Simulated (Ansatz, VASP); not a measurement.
# C in VASP and in Ansatz

The input INCAR:

```
SYSTEM = C
  PREC = Accurate
  ENCUT = 520
  EDIFF = 1E-7
  ISMEAR = 0
  SIGMA = 0.01
  LREAL = .False.
  LASPH = .True.
  NELM = 100
  ALGO = Normal
  ISIF = 2
  LWAVE = .False.
  LCHARG = .False.
  GGA = PS
  NBANDS = 11
```

File KPOINTS:

```
regular mesh
0
Gamma
  12 12 12
  0 0 0
```

The input POSCAR:

```
C
1.0
    0.0000000000      1.7886725372      1.7886725372
    1.7886725372      0.0000000000      1.7886725372
    1.7886725372      1.7886725372      0.0000000000
C
2
Direct
    0.5000000000      0.5000000000      0.5000000000
    0.7500000000      0.7500000000      0.7500000000
```

Input for Ansatz:

```yaml
crystal:
  lattice:
    - [0.0, 1.7886725372, 1.7886725372]
    - [1.7886725372, 0.0, 1.7886725372]
    - [1.7886725372, 1.7886725372, 0.0]
  atoms:
    - { symbol: C, position: [0.5, 0.5, 0.5] }
    - { symbol: C, position: [0.75, 0.75, 0.75] }
basis:
  ecutwfc: 420
kpoints:
  mp_grid: { grid: [12, 12, 12] }
hamiltonian:
  xc: pbesol
scf:
  occupations: { method: fixed }
output:
  forces: true
  stress: true
  eigenvalues: true
```

Alike in both runs: task single point; functional PBEsol; k mesh 12 × 12 × 12; no spin polarisation.

|  | VASP | Ansatz |
| --- | --- | --- |
| version | VASP 6.6.1 | Ansatz 0.2.0 |
| potentials or method | VASP PAW PBE potentials, release 64 (C), cutoff 520 eV | scalar-relativistic, plane waves, PAW |
| occupations | gaussian, width 0.01 eV | fixed |
| valence electrons in the cell | 8 | 8 |

VASP gave:

```
gap on the k mesh at the Fermi level (eV) : 4.02
least direct gap on the mesh (eV)         : 5.51
pressure (GPa)                            : -7.6
```

Q: What did Ansatz give for the same quantities?

A: gap on the k mesh at the Fermi level (eV): 4.02; least direct gap on the mesh (eV): 5.52; pressure (GPa): -8.6.

VASP's potentials were made for PBE, not for PBEsol.
